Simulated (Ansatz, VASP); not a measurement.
## Two plane-wave programs on WO

```
W O
1.0
     0.00000    2.17845    2.17845
     2.17845    0.00000    2.17845
     2.17845    2.17845    0.00000
W O
1 1
Direct
  0.00000 0.00000 0.00000
  0.25000 0.25000 0.25000
```

Alike in both runs: task relaxation of cell and atoms; functional PBE; k mesh 8 × 8 × 8; occupations gaussian, width 0.1 eV; collinear spin; Hubbard terms W d U = 6.2 eV.

|  | VASP | Ansatz |
| --- | --- | --- |
| version | VASP 6.6.1 | Ansatz 0.2.0 |
| potentials or method | VASP PAW PBE potentials, release 64 (W_sv, O), cutoff 600 eV | scalar-relativistic, plane waves, PAW |
| valence electrons in the cell | 20 | 20 |

```csv
,VASP,Ansatz,Ansatz less VASP
"gap on the k mesh at the Fermi level, each at its own relaxed structure (eV)",0.67,1.13,+0.459
net moment per atom (μB),1.00,1.00,0.000
size of the moment on the site where the two differ most (μB),1.72,1.03,-0.699
relaxed volume (Å³/atom),14.41,14.04,-0.372
relaxed cell length with the largest relative difference (Å),3.442,3.412,-0.0298
```

Site moments also hang on the region over which each program counts them. The programs project onto different local orbitals, so the same U acts differently, and such runs can settle in different states.

Spin-orbit coupling is off throughout. Noted on VASP's run: the volume moved by over 15 % at a fixed basis, so the end points are rough.
